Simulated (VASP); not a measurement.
Write the native input for VASP 6.6.1 that does the following.

| Quantity | Value |
| --- | --- |
| Task | electric field gradients |
| Functional | PBEsol |
| Potentials or basis | VASP PAW PBE potentials, release 64 (Rb_sv, Br) |
| Cutoff | 520 eV |
| k mesh | 7 × 7 × 7 |
| Occupations | fermi-dirac, width 0.03 eV |
| Spin | no spin polarisation |
| Dipole correction | no |
| Further INCAR settings | ALGO = Normal; EDIFF = 1e-08; NBANDS = 15 |

The structure of RbBr lies in POSCAR:

```
RbBr
1.0
    0.0000000000      3.3932250000      3.4275000000
    3.3932250000      0.0000000000      3.4275000000
    3.3932250000      3.3932250000      0.0000000000
Rb Br
1 1
Direct
    0.0000000000      0.0000000000      0.0000000000
    0.5000000000      0.5000000000      0.5000000000
```

This cell differs from its parent crystal: equal xx and yy strain of -1 %.

These files were run (other wordings do the same):

INCAR

```
SYSTEM = RbBr
ALGO = Normal
EDIFF = 1E-8
ENCUT = 520
GGA = PS
ISIF = 2
ISMEAR = -1
LASPH = .TRUE.
LCHARG = .FALSE.
LEFG = .TRUE.
LREAL = .FALSE.
LWAVE = .FALSE.
NBANDS = 15
NELM = 100
PREC = Accurate
SIGMA = 0.03
```

KPOINTS

```
k-points
0
G
  7 7 7
  0 0 0
```

Potentials or basis: VASP PAW PBE potentials, release 64 (Rb_sv, Br).

Launch:

```console
$ cat potpaw_PBE.64/Rb_sv/POTCAR potpaw_PBE.64/Br/POTCAR > POTCAR
$ mpirun -np 1 vasp_std > vasp.out
```

Results of the run:

The pressure is 0.3 GPa. The band gap on the k mesh is 4.25 eV, direct.

Caveat: the cell differs from its parent crystal (equal xx and yy strain of -1 %); without QUAD_EFG the Cq values of the log hold for a quadrupole moment of 1 mb, not for the nuclei; the PAW data sets were made with another functional, which shifts forces and pressure a little.

Wall time 44 s on 1 thread of Intel Xeon 6975P-C, on a shared host, peak memory 0.23 GiB.
